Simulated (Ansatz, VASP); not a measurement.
**Sr in VASP and in Ansatz**

```
Sr
1.0
     4.13760    0.00000    0.00000
    -2.06880    3.58327    0.00000
     0.00000    0.00000    7.61400
Sr
2
Direct
  0.33333 0.66667 0.25000
  0.66667 0.33333 0.75000
```

Change from the starting cell: strain -0.040 along x and y, +0.080 along z, atoms carried along.

Alike in both runs: task single point; functional r2SCAN; k mesh 12 × 12 × 8; occupations gaussian, width 0.15 eV; no spin polarisation.

|  | VASP | Ansatz |
| --- | --- | --- |
| version | VASP 6.6.1 | Ansatz 0.2.0 |
| potentials or method | VASP PAW PBE potentials, release 64 (Sr_sv), cutoff 520 eV | scalar-relativistic, plane waves, PAW |
| valence electrons in the cell | 20 | 20 |

|  | VASP | Ansatz | Ansatz less VASP |
| --- | --- | --- | --- |
| gap on the k mesh at the Fermi level (eV) | none | none | - |
| pressure (GPa) | 0.2 | 0.2 | -0.01 |
| traceless stress, the component that is largest in VASP (GPa) | -2.04 | -2.03 | +0.005 |

VASP's potentials were made for PBE, not for r2SCAN. A gap of «none» marks a metal or a gap that the smearing closes. The functional is the same, so the differences come from potentials, cutoffs and numerics.
